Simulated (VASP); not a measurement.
# BiTe (P1) in VASP: single point with PBE

Aim: the single point of BiTe with PBE.

Program: VASP 6.6.1. These are calculated values, not measurements. Logs are shortened: lines on timing, memory, paths and dates and some standing lists are left out, and cuts for length are marked.

**1. The cell of the first run**

The typed cell holds 2 atoms: a = 4.575 Å, b = 4.575 Å, c = 4.575 Å, α = 60.00°, β = 60.00°, γ = 60.00°.

**2. Single point, PBE**

Contents of INCAR:

```
PREC = Accurate
ENCUT = 500
EDIFF = 1E-6
ISMEAR = 0
SIGMA = 0.1
LREAL = F
LASPH = T
NELM = 120
ALGO = Normal
ISIF = 2
LWAVE = F
LCHARG = T
GGA = PE
LELF = T
LVHAR = T
NBANDS = 18
GGA_COMPAT = F
```

Contents of KPOINTS:

```
regular mesh
0
Gamma
  2 2 2
```

Contents of POSCAR:

```
BiTe
1.0
    0.0000000000      3.2350000000      3.2350000000
    3.2350000000      0.0000000000      3.2350000000
    3.2350000000      3.2350000000      0.0000000000
Bi Te
1 1
Direct
   -0.0277372725     -0.0106637406      0.0056276823
    0.5269003780      0.5420310697      0.4660119474
```

Potentials or basis: VASP PAW PBE potentials, release 64 (Bi_d, Te).

The run is started by

```
cat potpaw_PBE.64/Bi_d/POTCAR potpaw_PBE.64/Te/POTCAR > POTCAR
mpirun -np 1 vasp_std > vasp.out
```

OUTCAR:

```text
PREC = Accurate
   ENCUT = 500
   EDIFF = 1E-6
   ISMEAR = 0
   LREAL = F
   LASPH = T
   NELM = 120
   ISIF = 2
   GGA = PE

 ion  position               nearest neighbor table
   1  0.972  0.989  0.006-   2 2.89   2 3.21   2 3.21   2 3.30   2 3.30   2 3.58
   2  0.527  0.542  0.466-   1 2.89   1 3.21   1 3.21   1 3.30   1 3.30   1 3.58

  LATTYP: Found a face centered cubic cell.
 ALAT       =     6.4700000000

  Lattice vectors:

 A1 = (   0.0000000000,   3.2350000000,   3.2350000000)
 A2 = (   3.2350000000,   0.0000000000,   3.2350000000)
 A3 = (   3.2350000000,   3.2350000000,   0.0000000000)

Analysis of symmetry for initial positions (statically):
=====================================================================
 Subroutine PRICEL returns:
 Original cell was already a primitive cell.

 Routine SETGRP: Setting up the symmetry group for a
 face centered cubic supercell.

 Subroutine GETGRP returns: Found  1 space group operations
 (whereof  1 operations were pure point group operations)
 out of a pool of 48 trial point group operations.

The static configuration has the point symmetry C_1 .

Analysis of symmetry for dynamics (positions and initial velocities):
=====================================================================
 Subroutine PRICEL returns:
 Original cell was already a primitive cell.

 Routine SETGRP: Setting up the symmetry group for a
 face centered cubic supercell.

 Subroutine GETGRP returns: Found  1 space group operations
 (whereof  1 operations were pure point group operations)
 out of a pool of 48 trial point group operations.

The dynamic configuration has the point symmetry C_1 .

 Subroutine INISYM returns: Found  1 space group operations
 (whereof  1 operations are pure point group operations),
 and found     1 'primitive' translations

----------------------------------------------------------------------------------------

                                     Primitive cell

  volume of cell :      67.7100

  direct lattice vectors                    reciprocal lattice vectors
     0.000000000  3.235000000  3.235000000    -0.154559505  0.154559505  0.154559505
     3.235000000  0.000000000  3.235000000     0.154559505 -0.154559505  0.154559505
     3.235000000  3.235000000  0.000000000     0.154559505  0.154559505 -0.154559505

  length of vectors
     4.574980874  4.574980874  4.574980874     0.267704916  0.267704916  0.267704916

  position of ions in fractional coordinates (direct lattice)
     0.972262728  0.989336259  0.005627682
     0.526900378  0.542031070  0.466011947

  ion indices of the primitive-cell ions
   primitive index   ion index
                 1           1
                 2           2

----------------------------------------------------------------------------------------

 KPOINTS: regular mesh

Automatic generation of k-mesh.
 Grid dimensions read from file:
 generate k-points for:    2    2    2

 Generating k-lattice:

  Cartesian coordinates                     Fractional coordinates (reciprocal lattice)
    -0.077279753  0.077279753  0.077279753     0.500000000  0.000000000  0.000000000
     0.077279753 -0.077279753  0.077279753     0.000000000  0.500000000  0.000000000
     0.077279753  0.077279753 -0.077279753     0.000000000  0.000000000  0.500000000

  Length of vectors
     0.133852458  0.133852458  0.133852458

  Shift w.r.t. Gamma in fractional coordinates (k-lattice)
     0.000000000  0.000000000  0.000000000

 Subroutine IBZKPT returns following result:
 ===========================================

 Found      8 irreducible k-points:

 Following reciprocal coordinates:
            Coordinates               Weight
  0.000000  0.000000  0.000000      1.000000
  0.500000  0.000000  0.000000      1.000000
  0.000000  0.500000  0.000000      1.000000
  0.000000  0.000000  0.500000      1.000000
  0.500000  0.500000  0.500000      1.000000
  0.500000  0.500000  0.000000      1.000000
  0.000000  0.500000  0.500000      1.000000
  0.500000  0.000000  0.500000      1.000000
   k-points           NKPTS =      8   k-points in BZ     NKDIM =      8   number of bands    NBANDS=     18
   number of dos      NEDOS =    301   number of ions     NIONS =      2
   total plane-waves  NPLWV =  46656
   dimension x,y,z NGX =    36 NGY =   36 NGZ =   36
   dimension x,y,z NGXF=    72 NGYF=   72 NGZF=   72
   ions per type =               1   1
   NGX,Y,Z   is equivalent  to a cutoff of  13.08, 13.08, 13.08 a.u.
   NGXF,Y,Z  is equivalent  to a cutoff of  26.16, 26.16, 26.16 a.u.
 SYSTEM =  unknown system
   PREC   = accura    normal or accurate (medium, high low for compatibility)
   ISTART =      0    job   : 0-new  1-cont  2-samecut
   ICHARG =      2    charge: 1-file 2-atom 10-const
   ISPIN  =      1    spin polarized calculation?
   LNONCOLLINEAR =      F non collinear calculations
   LSORBIT =      F    spin-orbit coupling
   LASPH  =      T    aspherical Exc in radial PAW
   ENCUT  =  500.0 eV  36.75 Ry    6.06 a.u.   8.34  8.34  8.34*2*pi/ulx,y,z
   NELM   =    120;   NELMIN=  2; NELMDL= -5     # of ELM steps
   EDIFF  = 0.1E-05   stopping-criterion for ELM
   LREAL  =      F    real-space projection
   EDIFFG = 0.1E-04   stopping-criterion for IOM
   NSW    =      0    number of steps for IOM
   IBRION =     -1    ionic relax: 0-MD 1-quasi-New 2-CG
   NFREE  =      0    steps in history (QN), initial steepest desc. (CG)
   ISIF   =      2    stress and relaxation
   ISYM   =      2    0-nonsym 1-usesym 2-fastsym
   POTIM  = 0.5000    time-step for ionic-motion
   TEBEG  =    0.0;   TEEND  =   0.0 temperature during run
   PSTRESS=    0.0 pullay stress
   NELECT =      21.0000    total number of electrons
   NUPDOWN=      -1.0000    fix difference up-down
   EMIN   =  10.00;   EMAX   =-10.00  energy-range for DOS
   EFERMI =   0.00;   METHOD = LEGACY
   ISMEAR =     0;   SIGMA  =   0.10  broadening in eV -4-tet -1-fermi 0-gaus
   EFERMI_NEDOS =   21; number of points for ismear=-14 and -15
   IALGO  =     38    algorithm
   IMIX   =      4    mixing-type and parameters
     AMIX     =   0.40;   BMIX     =  1.00
     AMIX_MAG =   1.60;   BMIX_MAG =  1.00
  volume/ion in A,a.u.               =      33.86       228.46
  Fermi-wavevector in a.u.,A,eV,Ry     =   1.108146  2.094092 16.707785  1.227988
  Thomas-Fermi vector in A             =   2.244669
   LORBIT       =      0    0 simple, 1 ext, 2 COOP (PROOUT), +10 PAW based schemes
   GGA     = PE    functional components
   LHFCALC =     F    Hartree Fock is set to
   AEXX    =    0.0000 exact exchange contribution
   IVDW    =     0    specifies the selected vdW correction
   LEPSILON=     F    determine dielectric tensor
   LRPA    =     F    only Hartree local field effects (RPA)
 non-spin polarized calculation
 Gauss-broadening in eV      SIGMA  =   0.10
  energy-cutoff  :      500.00
  volume of cell :       67.71
 maximum number of plane-waves:      1759
 NGX is ok and might be reduce to    36
   NGX = 17   NGY = 17   NGZ = 17

 number of electron      21.0000000 magnetization

 Free energy of the ion-electron system (eV)
  ---------------------------------------------------
  ext. energy  EPLUGINS =         0.00000000
  ---------------------------------------------------
  free energy    TOTEN  =        -6.20202511 eV

  energy without entropy =       -6.17111228  energy(sigma->0) =       -6.18656870

 E-fermi :   6.1411     XC(G=0):  -9.3840

 val. band max:        6.0778601258   @ k =   0.0000   0.0000   0.5000
 cond. band min:       6.1657023574   @ k =   0.5000   0.5000   0.5000
 fundamental gap:      0.0878422316
 Fermi energy:         6.1411172872

 k-point     1 :       0.0000    0.0000    0.0000
  band No.  band energies     occupation
      1     -16.6510      2.00000
      2     -16.6141      2.00000
      3     -16.6132      2.00000
      4     -16.5485      2.00000
      5     -16.5477      2.00000
      6      -6.9064      2.00000
      7      -1.2978      2.00000
      8       3.8857      2.00000
      9       4.3815      2.00000
     10       4.3944      2.00000
     11       8.3650      0.00000
     12       8.3833      0.00000
     13       9.0608      0.00000
     14      11.4555      0.00000
     15      11.7040      0.00000
     16      11.7286      0.00000
     17      12.6475      0.00000
     18      13.1208      0.00000

 k-point     2 :       0.5000    0.0000    0.0000
  band No.  band energies     occupation
      1     -16.6546      2.00000
      2     -16.6116      2.00000
      3     -16.6084      2.00000
      4     -16.5496      2.00000
      5     -16.5435      2.00000
      6      -5.2299      2.00000
      7      -4.1866      2.00000
      8       4.2340      2.00000
      9       4.8029      2.00000
     10       4.9453      2.00000
     11       6.0611      1.74200
     12       6.2299      0.20911
     13       6.7590      0.00000
     14      13.5829      0.00000
     15      14.7944      0.00000
     16      14.8570      0.00000
     17      14.9144      0.00000
     18      15.7784      0.00000

 k-point     3 :       0.0000    0.5000    0.0000
  band No.  band energies     occupation
      1     -16.6545      2.00000
      2     -16.6116      2.00000
      3     -16.6083      2.00000
      4     -16.5499      2.00000
      5     -16.5435      2.00000
      6      -5.2174      2.00000
      7      -4.2026      2.00000
      8       4.2336      2.00000
      9       4.7952      2.00000
     10       4.9517      2.00000
     11       6.0613      1.74080
     12       6.2366      0.17672
     13       6.7655      0.00000
     14      13.5952      0.00000
     15      14.7764      0.00000
     16      14.8526      0.00000
     17      14.9072      0.00000
     18      15.7775      0.00000

 k-point     4 :       0.0000    0.0000    0.5000
  band No.  band energies     occupation
      1     -16.6537      2.00000
      2     -16.6117      2.00000
      3     -16.6067      2.00000
      4     -16.5517      2.00000
      5     -16.5438      2.00000
      6      -5.1333      2.00000
      7      -4.3082      2.00000
      8       4.2384      2.00000
      9       4.7498      2.00000
     10       4.9823      2.00000
     11       6.0779      1.62899
     12       6.2591      0.09511
     13       6.8046      0.00000
     14      13.6750      0.00000
     15      14.6644      0.00000
     16      14.8243      0.00000
     17      14.8675      0.00000
     18      15.7696      0.00000

 k-point     5 :       0.5000    0.5000    0.5000
  band No.  band energies     occupation
      1     -16.6559      2.00000
      2     -16.6121      2.00000
      3     -16.6079      2.00000
      4     -16.5466      2.00000
      5     -16.5453      2.00000
      6      -5.3124      2.00000
      7      -4.0775      2.00000
      8       4.2459      2.00000
      9       4.8602      2.00000
     10       4.8928      2.00000
     11       6.0709      1.67919
     12       6.1657      0.72808
     13       6.7083      0.00000
     14      13.4978      0.00000
     15      14.8892      0.00000
     16      14.9085      0.00000
     17      14.9850      0.00000
     18      15.7810      0.00000

 k-point     6 :       0.5000    0.5000    0.0000
  band No.  band energies     occupation
      1     -16.6647      2.00000
      2     -16.6043      2.00000
      3     -16.6037      2.00000
      4     -16.5509      2.00000
      5     -16.5428      2.00000
      6      -4.8797      2.00000
      7      -3.6897      2.00000
      8       1.2652      2.00000
      9       2.7339      2.00000
     10       2.7445      2.00000
     11       8.9212      0.00000
     12      10.3932      0.00000
     13      10.4227      0.00000
     14      11.9848      0.00000
     15      15.4430      0.00000
     16      15.4537      0.00000
     17      16.1646      0.00000
     18      17.0133      0.00000

 k-point     7 :       0.0000    0.5000    0.5000
  band No.  band energies     occupation
      1     -16.6532      2.00000
      2     -16.6165      2.00000
      3     -16.6040      2.00000
      4     -16.5544      2.00000
      5     -16.5385      2.00000
      6      -5.2345      2.00000
      7      -3.1132      2.00000
      8       1.0919      2.00000
      9       2.6067      2.00000
     10       2.9015      2.00000
     11       8.1046      0.00000
     12      10.5722      0.00000
     13      11.0232      0.00000
     14      11.7150      0.00000
     15      15.2423      0.00000
     16      15.7868      0.00000
     17      16.2972      0.00000
     18      16.8505      0.00000

 k-point     8 :       0.5000    0.0000    0.5000
  band No.  band energies     occupation
      1     -16.6530      2.00000
      2     -16.6164      2.00000
      3     -16.6045      2.00000
      4     -16.5540      2.00000
      5     -16.5386      2.00000
      6      -5.2332      2.00000
      7      -3.1155      2.00000
      8       1.0916      2.00000
      9       2.6076      2.00000
     10       2.9015      2.00000
     11       8.1071      0.00000
     12      10.5743      0.00000
     13      11.0198      0.00000
     14      11.7155      0.00000
     15      15.2427      0.00000
     16      15.7892      0.00000
     17      16.2939      0.00000
     18      16.8498      0.00000

------------------------ aborting loop because EDIFF is reached ----------------------------------------

  FORCE on cell =-STRESS in cart. coord.  units (eV):
  Direction    XX          YY          ZZ          XY          YZ          ZX
  --------------------------------------------------------------------------------------
  -------------------------------------------------------------------------------------
  Total        2.7770097      2.7785566      3.3712290     -0.1411916     -0.6814857     -0.5959207
  in kB       65.7105550     65.7471577     79.7711755     -3.3409235    -16.1255475    -14.1008795
  external PRESSURE =      70.4096294 kB  Pullay stress =       0.0000000 kB

 VOLUME and BASIS-vectors are now :
 -----------------------------------------------------------------------------
  energy-cutoff  :      500.00
  volume of cell :       67.71
      direct lattice vectors                 reciprocal lattice vectors
     0.000000000  3.235000000  3.235000000    -0.154559505  0.154559505  0.154559505
     3.235000000  0.000000000  3.235000000     0.154559505 -0.154559505  0.154559505
     3.235000000  3.235000000  0.000000000     0.154559505  0.154559505 -0.154559505

 POSITION                                       TOTAL-FORCE (eV/Angst)
 -----------------------------------------------------------------------------------
      3.21871      3.16348      6.34577        -0.694362     -0.795245     -1.017205
      3.26102      3.21207      3.45799         0.694362      0.795245      1.017205
 -----------------------------------------------------------------------------------
    total drift:                               -0.000029     -0.000325     -0.000175

  FREE ENERGIE OF THE ION-ELECTRON SYSTEM (eV)
  ---------------------------------------------------
  free  energy   TOTEN  =        -6.2020251087 eV

  energy  without entropy=       -6.1711122820  energy(sigma->0) =       -6.18656870
```

Run time: 6.9 s. Hardware: 1 thread of AMD EPYC 9R45 (Zen 5), shared host; peak memory 0.17 GiB.

What came out:

```yaml
Free_energy: -6.2020 eV
Pressure: 7.0 GPa
Largest_force: 1.466 eV/Å
```

Forces in eV/Å, atoms in the order of the input:
```
Bi  -0.694 -0.795 -1.017
Te   0.694  0.795  1.017
```

Levels at points of the mesh, in eV from the Fermi level:
```csv
k point,band 6,band 7,band 8,band 9,band 10,band 11,band 12,band 13,band 14,band 15
"(0.00, 0.00, 0.00)",-13.05,-7.44,-2.26,-1.76,-1.75,2.22,2.24,2.92,5.31,5.56
"(0.50, 0.00, 0.00)",-11.37,-10.33,-1.91,-1.34,-1.20,-0.08,0.09,0.62,7.44,8.65
"(0.00, 0.50, 0.00)",-11.36,-10.34,-1.91,-1.35,-1.19,-0.08,0.10,0.62,7.45,8.64
"(0.00, 0.00, 0.50)",-11.27,-10.45,-1.90,-1.39,-1.16,-0.06,0.12,0.66,7.53,8.52
"(0.50, 0.50, 0.50)",-11.45,-10.22,-1.90,-1.28,-1.25,-0.07,0.02,0.57,7.36,8.75
"(0.50, 0.50, 0.00)",-11.02,-9.83,-4.88,-3.41,-3.40,2.78,4.25,4.28,5.84,9.30
"(0.00, 0.50, 0.50)",-11.38,-9.25,-5.05,-3.53,-3.24,1.96,4.43,4.88,5.57,9.10
"(0.50, 0.00, 0.50)",-11.37,-9.26,-5.05,-3.53,-3.24,1.97,4.43,4.88,5.57,9.10
```

Caveat: the k points lie up to 0.84 Å⁻¹ apart; spin-orbit coupling is left out, which moves the levels of the heavy elements; forces of over 1 eV/Å act on the atoms, so gaps and moduli don't describe the material at rest.
